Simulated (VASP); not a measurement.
# TaN (P-6m2) in VASP: notebook

The runs below take TaN through single point, with r2SCAN.

All numbers are computed with VASP 6.6.1; they aren't measurements. Logs are shortened: lines on timing, memory, paths and dates and some standing lists are left out, and cuts for length are marked.

## 1. The cell of the first run

It takes space group P-6m2 (No. 187, hexagonal). Conventional cell: a = 2.936 Å, b = 2.936 Å, c = 3.115 Å, α = 90.00°, β = 90.00°, γ = 120.00°. Ta (site symmetry -6m2) has 6 N at 2.30 Å and 6 Ta at 2.94 Å within 3.0 Å. Within 3.0 Å of N (site symmetry -6m2) lie 6 Ta at 2.30 Å and 6 N at 2.94 Å.

## 2. Single point, r2SCAN (strain +0.000 along x and y, +0.080 along z)

Contents of POSCAR:

```
TaN
1.0
    2.9361543272      0.0000000000      0.0000000000
   -1.4680771636      2.5427842368      0.0000000000
    0.0000000000      0.0000000000      3.1153880370
Ta N
1 1
Direct
    0.3333333333      0.6666666667      0.5000000000
    0.0000000000      0.0000000000      0.0000000000
```

Contents of INCAR.step1:

```
  PREC = Accurate
  ENCUT = 520
  ISMEAR = 0
  SIGMA = 0.15
  LREAL = False
  LASPH = True
  NELM = 100
  NBANDS = 15
  GGA = PE
  ALGO = Normal
  EDIFF = 1E-4
  LWAVE = True
  LCHARG = False
```

Contents of INCAR.step2:

```
  PREC = Accurate
  ENCUT = 520
  EDIFF = 1E-6
  ISMEAR = 0
  SIGMA = 0.15
  LREAL = False
  LASPH = True
  NELM = 100
  ALGO = Normal
  ISIF = 2
  LWAVE = False
  LCHARG = True
  METAGGA = R2SCAN
  LMIXTAU = True
  LELF = True
  LVHAR = True
  NBANDS = 15
  ISTART = 1
```

Contents of KPOINTS:

```
regular mesh
0
Gamma
  24 24 20
```

Potentials or basis: VASP PAW PBE potentials, release 64 (Ta_pv, N).

Run with:

```
cat potpaw_PBE.64/Ta_pv/POTCAR potpaw_PBE.64/N/POTCAR > POTCAR
cp INCAR.step1 INCAR
mpirun -np 1 vasp_std > vasp.out
cp INCAR.step2 INCAR
mpirun -np 1 vasp_std > vasp.out
```

OUTCAR:

```text
PREC = Accurate
   ENCUT = 520
   EDIFF = 1E-6
   ISMEAR = 0
   LREAL = False
   LASPH = True
   NELM = 100
   ISIF = 2
   METAGGA = R2SCAN
   ISTART = 1

 ion  position               nearest neighbor table
   1  0.333  0.667  0.500-   2 2.30   2 2.30   2 2.30   2 2.30   2 2.30   2 2.30
   2  0.000  0.000  0.000-   1 2.30   1 2.30   1 2.30   1 2.30   1 2.30   1 2.30

  LATTYP: Found a hexagonal cell.
 ALAT       =     2.9361543272
 C/A-ratio  =     1.0610436952

  Lattice vectors:

 A1 = (   2.9361543272,   0.0000000000,   0.0000000000)
 A2 = (  -1.4680771636,   2.5427842368,   0.0000000000)
 A3 = (   0.0000000000,   0.0000000000,   3.1153880370)

Analysis of symmetry for initial positions (statically):
=====================================================================
 Subroutine PRICEL returns:
 Original cell was already a primitive cell.

 Routine SETGRP: Setting up the symmetry group for a
 hexagonal supercell.

 Subroutine GETGRP returns: Found 12 space group operations
 (whereof 12 operations were pure point group operations)
 out of a pool of 24 trial point group operations.

The static configuration has the point symmetry D_3h.

Analysis of symmetry for dynamics (positions and initial velocities):
=====================================================================
 Subroutine PRICEL returns:
 Original cell was already a primitive cell.

 Routine SETGRP: Setting up the symmetry group for a
 hexagonal supercell.

 Subroutine GETGRP returns: Found 12 space group operations
 (whereof 12 operations were pure point group operations)
 out of a pool of 24 trial point group operations.

The dynamic configuration has the point symmetry D_3h.

 Subroutine INISYM returns: Found 12 space group operations
 (whereof 12 operations are pure point group operations),
 and found     1 'primitive' translations

----------------------------------------------------------------------------------------

                                     Primitive cell

  volume of cell :      23.2595

  direct lattice vectors                    reciprocal lattice vectors
     2.936154327  0.000000000  0.000000000     0.340581553  0.196634851  0.000000000
    -1.468077164  2.542784237  0.000000000     0.000000000  0.393269702  0.000000000
     0.000000000  0.000000000  3.115388037     0.000000000  0.000000000  0.320987302

  length of vectors
     2.936154327  2.936154327  3.115388037     0.393269702  0.393269702  0.320987302

[... 84 lines left out ...]
   IBRION =     -1    ionic relax: 0-MD 1-quasi-New 2-CG
   NFREE  =      0    steps in history (QN), initial steepest desc. (CG)
   ISIF   =      2    stress and relaxation
   ISYM   =      2    0-nonsym 1-usesym 2-fastsym
   POTIM  = 0.5000    time-step for ionic-motion
   TEBEG  =    0.0;   TEEND  =   0.0 temperature during run
   PSTRESS=    0.0 pullay stress
   NELECT =      16.0000    total number of electrons
   NUPDOWN=      -1.0000    fix difference up-down
   EMIN   =  10.00;   EMAX   =-10.00  energy-range for DOS
   EFERMI =   0.00;   METHOD = LEGACY
   ISMEAR =     0;   SIGMA  =   0.15  broadening in eV -4-tet -1-fermi 0-gaus
   EFERMI_NEDOS =   21; number of points for ismear=-14 and -15
   IALGO  =     38    algorithm
   IMIX   =      4    mixing-type and parameters
     AMIX     =   0.40;   BMIX     =  1.00
     AMIX_MAG =   1.60;   BMIX_MAG =  1.00
  volume/ion in A,a.u.               =      11.63        78.48
  Fermi-wavevector in a.u.,A,eV,Ry     =   1.445156  2.730948 28.415428  2.088475
  Thomas-Fermi vector in A             =   2.563370
   LORBIT       =      0    0 simple, 1 ext, 2 COOP (PROOUT), +10 PAW based schemes
   METAGGA = R2SCAN    functional components
   LHFCALC =     F    Hartree Fock is set to
   AEXX    =    0.0000 exact exchange contribution
   IVDW    =     0    specifies the selected vdW correction
   LEPSILON=     F    determine dielectric tensor
   LRPA    =     F    only Hartree local field effects (RPA)
 non-spin polarized calculation
 Gauss-broadening in eV      SIGMA  =   0.15
  energy-cutoff  :      520.00
  volume of cell :       23.26
 maximum number of plane-waves:       650
 NGX is ok and might be reduce to    24
   NGX = 11   NGY = 11   NGZ = 11

 number of electron      16.0000003 magnetization

 Free energy of the ion-electron system (eV)
  ---------------------------------------------------
  ext. energy  EPLUGINS =         0.00000000
  ---------------------------------------------------
  free energy    TOTEN  =       -60.09512294 eV

  energy without entropy =      -60.09454667  energy(sigma->0) =      -60.09483480

 E-fermi :   7.3064     XC(G=0): -13.8835

 val. band max:        7.2773053051   @ k =   0.0417   0.0000   0.5000
 cond. band min:       7.3153600362   @ k =   0.0417   0.0000   0.4500
 fundamental gap:      0.0380547312
 Fermi energy:         7.3063693561

 k-point     1 :       0.0000    0.0000    0.0000
  band No.  band energies     occupation
      1     -29.1383      2.00000
      2     -28.6966      2.00000
      3     -28.6966      2.00000
      4     -10.6728      2.00000
      5       2.9996      2.00000
      6       3.5528      2.00000
      7       3.5528      2.00000
      8       3.9701      2.00000
      9      10.0693      0.00000
     10      10.3638      0.00000
     11      10.3638      0.00000
     12      11.1189      0.00000
     13      11.1189      0.00000
     14      17.6607      0.00000
[... 401 lines left out ...]
      2     -28.9929      2.00000
      3     -28.9352      2.00000
      4      -8.5120      2.00000
      5      -0.5293      2.00000
      6       1.8085      2.00000
      7       3.8678      2.00000
      8       4.7466      2.00000
      9       9.8955      0.00000
     10      11.6063      0.00000
     11      12.2950      0.00000
     12      12.3993      0.00000
     13      14.6076      0.00000
     14      17.6392      0.00000
     15      18.9344      0.00000

 [... further k-points ...]
[... 5 lines left out ...]
  --------------------------------------------------------------------------------------
  -------------------------------------------------------------------------------------
  Total       -1.0556213     -1.0556213     -7.7862436      0.0000000     -0.0000000      0.0000000
  in kB      -72.7140279    -72.7140279   -536.3373374      0.0000000     -0.0000000      0.0000000
  external PRESSURE =    -227.2551311 kB  Pullay stress =       0.0000000 kB

 VOLUME and BASIS-vectors are now :
 -----------------------------------------------------------------------------
  energy-cutoff  :      520.00
  volume of cell :       23.26
      direct lattice vectors                 reciprocal lattice vectors
     2.936154327  0.000000000  0.000000000     0.340581553  0.196634851  0.000000000
    -1.468077164  2.542784237  0.000000000     0.000000000  0.393269702  0.000000000
     0.000000000  0.000000000  3.115388037     0.000000000  0.000000000  0.320987302

 POSITION                                       TOTAL-FORCE (eV/Angst)
 -----------------------------------------------------------------------------------
     -0.00000      1.69519      1.55769        -0.000000      0.000000      0.000000
      0.00000      0.00000      0.00000         0.000000     -0.000000      0.000000
 -----------------------------------------------------------------------------------
    total drift:                                0.000000     -0.000000     -0.000000

  FREE ENERGIE OF THE ION-ELECTRON SYSTEM (eV)
  ---------------------------------------------------
  free  energy   TOTEN  =       -60.0951229383 eV

  energy  without entropy=      -60.0945466694  energy(sigma->0) =      -60.09483480
```

OUTCAR.step1:

```text
PREC = Accurate
   ENCUT = 520
   ISMEAR = 0
   LREAL = False
   LASPH = True
[... 655 lines left out ...]
     -0.00000      1.69519      1.55769        -0.000000      0.000000      0.000000
      0.00000      0.00000      0.00000         0.000000      0.000000      0.000000
 -----------------------------------------------------------------------------------
    total drift:                                0.000000     -0.000000     -0.000000

  FREE ENERGIE OF THE ION-ELECTRON SYSTEM (eV)
  ---------------------------------------------------
  free  energy   TOTEN  =       -22.1950732942 eV

  energy  without entropy=      -22.1944074167  energy(sigma->0) =      -22.19474036
```

Wall time 11 min (1 thread of Intel Xeon 6975P-C, shared host); peak memory 0.35 GiB.

What came out:

| Quantity | Value |
| --- | --- |
| Free energy | -60.0951 eV |
| Pressure | -22.7 GPa |
| Band gap on the k mesh | zero (band 8 reaches 7.59 eV, above the bottom of band 9 at 7.21 eV) |

Stress tensor (GPa, compression positive):
```
 -7.27   0.00   0.00
  0.00  -7.27   0.00
  0.00   0.00 -53.63
```

Caveat: the cell differs from its parent crystal (strain +0.000 along x and y, +0.080 along z); the PAW data sets were made with another functional, which shifts forces and pressure a little; spin-orbit coupling is left out, which moves the levels of the heavy elements.

## 3. Single point, r2SCAN (strain +0.080 along x and y, +0.000 along z)

Contents of POSCAR:

```
TaN
1.0
    3.1710466734      0.0000000000      0.0000000000
   -1.5855233367      2.7462069757      0.0000000000
    0.0000000000      0.0000000000      2.8846185528
Ta N
1 1
Direct
    0.3333333333      0.6666666667      0.5000000000
    0.0000000000      0.0000000000      0.0000000000
```

Contents of INCAR.step1:

```
ALGO = Normal
EDIFF = 1E-4
ENCUT = 520
GGA = PE
ISMEAR = 0
LASPH = True
LCHARG = False
LREAL = False
LWAVE = True
NBANDS = 15
NELM = 60
PREC = Accurate
SIGMA = 0.15
```

Contents of INCAR.step2:

```
ALGO = Normal
EDIFF = 1E-6
ENCUT = 520
ISIF = 2
ISMEAR = 0
ISTART = 1
LASPH = True
LCHARG = True
LELF = True
LMIXTAU = True
LREAL = False
LVHAR = True
LWAVE = False
METAGGA = R2SCAN
NBANDS = 15
NELM = 60
PREC = Accurate
SIGMA = 0.15
```

Contents of KPOINTS:

```
k-points
0
Gamma
  24 24 20
```

Potentials or basis: VASP PAW PBE potentials, release 64 (Ta_pv, N).

Run with:

```
cat potpaw_PBE.64/Ta_pv/POTCAR potpaw_PBE.64/N/POTCAR > POTCAR
cp INCAR.step1 INCAR
mpirun -np 1 vasp_std > vasp.out
cp INCAR.step2 INCAR
mpirun -np 1 vasp_std > vasp.out
```

Run time: 7.3 min. Hardware: 1 thread of Intel Xeon 6975P-C, shared host; peak memory 0.36 GiB.

It converged, with:

- Free energy: -59.7983 eV
- Pressure: -36.4 GPa
- Band gap on the k mesh: zero (band 8 reaches 7.05 eV, above the bottom of band 9 at 6.74 eV)

Stress tensor (GPa, compression positive):
```
-47.64   0.00   0.00
  0.00 -47.64   0.00
  0.00   0.00 -14.05
```

Levels at points of the mesh, in eV from the Fermi level:
```
           k point  band 6  band 7  band 8  band 9  band 10  band 11
(0.00, 0.00, 0.00)   -4.73   -3.71   -2.47    0.79     3.38     3.38
(0.50, 0.00, 0.00)   -4.11   -3.51   -3.15    2.61     2.92     3.91
(0.00, 0.00, 0.50)   -3.99   -3.99   -0.01   -0.01     2.66     2.66
(0.50, 0.00, 0.50)   -5.77   -5.56   -0.50    3.24     3.97     5.06
```

Caveat: the cell differs from its parent crystal (strain +0.080 along x and y, +0.000 along z); the PAW data sets were made with another functional, which shifts forces and pressure a little; spin-orbit coupling is left out, which moves the levels of the heavy elements.

## 4. Single point, r2SCAN (strain +0.080 along x and y, +0.080 along z)

Changes to POSCAR since step 3:

```diff
@@ -4,3 +4,3 @@
    -1.5855233367      2.7462069757      0.0000000000
-    0.0000000000      0.0000000000      2.8846185528
+    0.0000000000      0.0000000000      3.1153880370
 Ta N
```

Contents of INCAR.step1:

```
PREC = Accurate
ENCUT = 520
ISMEAR = 0
SIGMA = 0.15
LREAL = F
LASPH = T
NELM = 100
NBANDS = 15
GGA = PE
ALGO = Normal
EDIFF = 1E-4
LWAVE = T
LCHARG = F
```

Contents of INCAR.step2:

```
PREC = Accurate
ENCUT = 520
EDIFF = 1E-7
ISMEAR = 0
SIGMA = 0.15
LREAL = F
LASPH = T
NELM = 100
ALGO = Normal
ISIF = 2
LWAVE = F
LCHARG = F
METAGGA = R2SCAN
LMIXTAU = T
NBANDS = 15
ISTART = 1
```

Contents of KPOINTS:

```
regular mesh
0
Gamma
  24 24 20
```

Run with:

```
cat potpaw_PBE.64/Ta_pv/POTCAR potpaw_PBE.64/N/POTCAR > POTCAR
cp INCAR.step1 INCAR
mpirun -np 1 vasp_std > vasp.out
cp INCAR.step2 INCAR
mpirun -np 1 vasp_std > vasp.out
```

Run time: 8.4 min. Hardware: 1 thread of Intel Xeon 6975P-C, shared host; peak memory 0.38 GiB.

The run converged. Its results:

```
Free energy            : -59.3545 eV
Pressure               : -49.8 GPa
Band gap on the k mesh : zero (band 8 reaches 6.21 eV, above the bottom of band 9 at 5.88 eV)
```

Stress tensor (GPa, compression positive):
```
-47.95   0.00   0.00
  0.00 -47.95   0.00
  0.00   0.00 -53.36
```

Levels at points of the mesh, in eV from the Fermi level:
```csv
k point,band 5,band 6,band 7,band 8,band 9,band 10,band 11,band 12
"(0.00, 0.00, 0.00)",-3.82,-3.82,-3.46,-2.74,0.88,2.77,2.77,3.04
"(0.50, 0.00, 0.00)",-7.24,-4.33,-2.87,-2.74,2.37,2.92,3.91,4.27
"(0.00, 0.00, 0.50)",-8.26,-3.13,-3.13,-0.06,-0.06,1.74,2.93,2.93
"(0.50, 0.00, 0.50)",-6.30,-5.43,-4.66,-0.77,2.98,3.89,4.25,5.50
```

Caveat: the cell differs from its parent crystal (strain +0.080 along x and y, +0.080 along z); the PAW data sets were made with another functional, which shifts forces and pressure a little; spin-orbit coupling is left out, which moves the levels of the heavy elements.

## 5. The runs side by side

| cell | gap on the mesh (eV) | pressure (GPa) |
| --- | --- | --- |
| a = 2.936, b = 2.936, c = 3.115 Å, angles 90.0, 90.0, 120.0°, 2 atoms | none | -22.7 |
| a = 3.171, b = 3.171, c = 2.885 Å, angles 90.0, 90.0, 120.0°, 2 atoms | none | -36.4 |
| a = 3.171, b = 3.171, c = 3.115 Å, angles 90.0, 90.0, 120.0°, 2 atoms | none | -49.8 |

Alike in all rows: task single point; level r2SCAN; potentials or basis VASP PAW PBE potentials, release 64 (Ta_pv, N); no spin polarisation; k mesh 24 × 24 × 20; cutoff (eV) 520; smearing gaussian 0.15 eV.

Caveats: the PAW data sets were made with another functional, which shifts forces and pressure a little; spin-orbit coupling is left out, which moves the levels of the heavy elements.

Absolute energies hang on the potentials; compare differences alone.
